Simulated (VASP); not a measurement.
Wanted: the native input for a VASP 6.6.1 run.

```yaml
Task: single point
Functional: PBE
Potentials_or_basis: VASP PAW PBE potentials, release 64 (Ti_sv, Ni, C, N)
Cutoff: 520 eV
k_mesh: 4 × 4 × 4
Occupations: gaussian, width 0.1 eV
Spin: collinear spin, ferromagnetic start
Starting_moments: "[1.0, 2.0, 0.0, 0.0, 0.0, 0.0, 0.0, 0.0, 0.0, 0.0, 0.0, 0.0, 0.0, 0.0] μB"
Dipole_correction: no
Further_INCAR_settings: ALGO = Normal; EDIFF = 1e-06; NBANDS = 55
```

The structure of TiNiC6N6 lies in POSCAR:

```
TiNiC6N6
1.0
    0.0000000000      5.1155000000      5.1155000000
    5.1155000000      0.0000000000      5.1155000000
    5.1155000000      5.1155000000      0.0000000000
Ti Ni C N
1 1 6 6
Direct
    0.0000000000      0.0000000000      0.0000000000
    0.5000000000      0.5000000000      0.5000000000
    0.8105757000      0.1894243000      0.1894243000
    0.1894243000      0.8105757000      0.1894243000
    0.1894243000      0.1894243000      0.8105757000
    0.1894243000      0.8105757000      0.8105757000
    0.8105757000      0.1894243000      0.8105757000
    0.8105757000      0.8105757000      0.1894243000
    0.6962173800      0.3037826200      0.3037826200
    0.3037826200      0.6962173800      0.3037826200
    0.3037826200      0.3037826200      0.6962173800
    0.3037826200      0.6962173800      0.6962173800
    0.6962173800      0.3037826200      0.6962173800
    0.6962173800      0.6962173800      0.3037826200
```

These files were run (other wordings do the same):

INCAR

```
SYSTEM = TiNiC6N6
PREC = Accurate
ENCUT = 520
EDIFF = 1E-6
ISMEAR = 0
SIGMA = 0.1
LREAL = .FALSE.
LASPH = .TRUE.
NELM = 150
ALGO = Normal
ISIF = 2
LWAVE = .FALSE.
LCHARG = .FALSE.
ISPIN = 2
MAGMOM = 1 2 0 0 0 0 0 0 0 0 0 0 0 0
LORBIT = 11
LMAXMIX = 4
GGA = PE
NBANDS = 55
```

KPOINTS

```
Automatic mesh
0
G
  4 4 4
  0 0 0
```

Potentials or basis: VASP PAW PBE potentials, release 64 (Ti_sv, Ni, C, N).

Command:

```bash
$ cat potpaw_PBE.64/Ti_sv/POTCAR potpaw_PBE.64/Ni/POTCAR potpaw_PBE.64/C/POTCAR potpaw_PBE.64/N/POTCAR > POTCAR
$ mpirun -np 1 vasp_std > vasp.out
```

It gave:

```
Pressure                                              : 10.0 GPa
Largest force                                         : 3.506 eV/Å
Band gap on the k mesh                                : 0.93 eV (least direct gap 0.95 eV)
Net moment                                            : 2.00 μB per cell
Site moments                                          : Ti -0.02; Ni +1.58; C +0.00; N +0.07 μB
Valence electrons inside the program's atomic spheres : Ti 10.79; Ni 9.10; C 2.66; N 3.86
```

Caveat: the cell stands under pressure; a cell with one magnetic atom can't hold antiferromagnetic order, which such compounds often take; forces of over 1 eV/Å act on the atoms, so gaps and moduli don't describe the material at rest.

It took 7.7 min on 1 thread of Intel(R) Xeon(R) Platinum 8375C CPU @ 2.90GHz (Ice Lake), with other jobs on the host, peak memory 0.62 GiB.
